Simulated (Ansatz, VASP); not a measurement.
One calculation of ZnO, two programs

The input INCAR:

```
SYSTEM = ZnO
PREC     = Accurate       ! precision mode
ENCUT    = 520            ! plane-wave cutoff, eV
EDIFF    = 1E-7           ! SCF threshold, eV
ISMEAR   = 0              ! smearing method
SIGMA    = 0.02           ! smearing width, eV
LREAL    = .FALSE.        ! projectors in reciprocal space
LASPH    = .TRUE.         ! aspherical terms in the spheres
NELM     = 60             ! most SCF steps
ALGO     = Normal         ! electronic algorithm
ISIF     = 2              ! what is computed and relaxed
LWAVE    = .FALSE.        ! write WAVECAR
LCHARG   = .FALSE.        ! write CHGCAR
GGA      = PE             ! functional
NBANDS   = 16             ! bands
```

File KPOINTS:

```
Automatic mesh
0
G
  12 12 12
  0 0 0
```

File POSCAR:

```
ZnO
1.0
    0.0000000000      2.1648821421      2.1648821421
    2.1648821421      0.0000000000      2.1648821421
    2.1648821421      2.1648821421      0.0000000000
Zn O
1 1
Direct
    0.5000000000      0.5000000000      0.5000000000
    0.0000000000      0.0000000000      0.0000000000
```

Input for Ansatz:

```yaml
crystal:
  lattice:
    - [0.0, 2.1648821421, 2.1648821421]
    - [2.1648821421, 0.0, 2.1648821421]
    - [2.1648821421, 2.1648821421, 0.0]
  atoms:
    - { symbol: Zn, position: [0.5, 0.5, 0.5] }
    - { symbol: O, position: [0.0, 0.0, 0.0] }
basis:
  ecutwfc: 420
kpoints:
  mp_grid: { grid: [12, 12, 12] }
hamiltonian:
  xc: pbe
scf:
  occupations: { method: gaussian, width: 0.02 }
  n_extra_bands: 12
output:
  forces: false
  stress: false
  eigenvalues: true
  optics: { e_range: [0, 14], sigma: 0.1, nscf_kmesh: { grid: [18, 18, 18] } }
checkpoint:
  read: start.run
  write: ck
  compress: false
  write_wavefunctions: false
  write_every: 100000
```

Alike in both runs: task single point; functional PBE; k mesh 12 × 12 × 12; occupations gaussian, width 0.02 eV; no spin polarisation.

```csv
,VASP,Ansatz
version,VASP 6.6.1,Ansatz 0.2.0
potentials or method,"VASP PAW PBE potentials, release 64 (Zn, O), cutoff 520 eV","scalar-relativistic, plane waves, PAW"
valence electrons in the cell,18,18
```

```tsv
	VASP	Ansatz	Ansatz less VASP
gap on the k mesh at the Fermi level (eV)	0.72	0.75	+0.029
least direct gap on the mesh (eV)	1.96	1.99	+0.031
```
